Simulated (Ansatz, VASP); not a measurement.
SiNi3 in VASP and in Ansatz

```
Si Ni
1.0
     3.46544    0.00000    0.00000
     0.00000    3.46544    0.00000
     0.00000    0.00000    3.46544
Si Ni
1 3
Direct
  0.00000 0.00000 0.00000
  0.00000 0.50000 0.50000
  0.50000 0.00000 0.50000
  0.50000 0.50000 0.00000
```

Alike in both runs: functional PBE; dispersion D3(BJ); k mesh 12 × 12 × 12; occupations gaussian, width 0.1 eV; no spin polarisation.

Ansatz relaxed the structure, and its values are those at the end. VASP's run is a single point on that final structure, the one shown.

```csv
,VASP,Ansatz
version,VASP 6.6.1,Ansatz 0.2.0
potentials or method,"VASP PAW PBE potentials, release 64 (Si, Ni), cutoff 520 eV","scalar-relativistic, plane waves, PAW"
valence electrons in the cell,34,58
```

```csv
,VASP,Ansatz,Ansatz less VASP
gap on the k mesh at the Fermi level (eV),none,none,-
pressure (GPa),-0.1,0.0,+0.07
```

A gap of «none» marks a metal or a gap that the smearing closes. VASP's potentials hold 34 valence electrons a cell and Ansatz's 58, so a difference there can come from the potentials and not from the codes.
